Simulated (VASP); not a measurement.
A run of VASP 6.6.1 is set up as follows.

The input POSCAR:

```
MgF2
1.0
    4.5753260370      0.0000000000      0.0000000000
    0.0000000000      4.5753260370      0.0000000000
    0.0000000000      0.0000000000      3.0153406361
Mg F
2 4
Direct
    0.0000000000      0.0000000000      0.0000000000
    0.5000000000      0.5000000000      0.5000000000
    0.3029506050      0.3029506050      0.0000000000
    0.1970493950      0.8029506050      0.5000000000
    0.6970493950      0.6970493950      0.0000000000
    0.8029506050      0.1970493950      0.5000000000
```

File INCAR.step1:

```
PREC = Accurate ; ENCUT = 660
ISMEAR = 0 ; SIGMA = 0.01
LREAL = F ; LASPH = T
NELM = 120 ; NBANDS = 25
GGA = PE ; ALGO = Normal
EDIFF = 1E-5 ; LWAVE = T
LCHARG = F ; GGA_COMPAT = F
```

The input INCAR.step2:

```
PREC = Accurate ; ENCUT = 660
EDIFF = 1E-6 ; ISMEAR = 0
SIGMA = 0.01 ; LREAL = F
LASPH = T ; NELM = 120
ALGO = Normal ; ISIF = 2
LWAVE = F ; LCHARG = F
METAGGA = R2SCAN ; LMIXTAU = T
NBANDS = 25 ; ISTART = 1
GGA_COMPAT = F
```

File KPOINTS:

```
Automatic mesh
0
Gamma
  4 4 8
```

Potentials or basis: VASP PAW PBE potentials, release 64 (Mg, F).

Launch:

```bash
$ cat potpaw_PBE.64/Mg/POTCAR potpaw_PBE.64/F/POTCAR > POTCAR
$ cp INCAR.step1 INCAR
$ mpirun -np 1 vasp_std > vasp.out
$ cp INCAR.step2 INCAR
$ mpirun -np 1 vasp_std > vasp.out
```

(1) Estimate the pressure.

(2) What does it give for the band gap on the k mesh?

## Answers

(1) 2.0 GPa.

(2) 8.26 eV.

Caveat: the PAW data sets were made with another functional, which shifts forces and pressure a little.
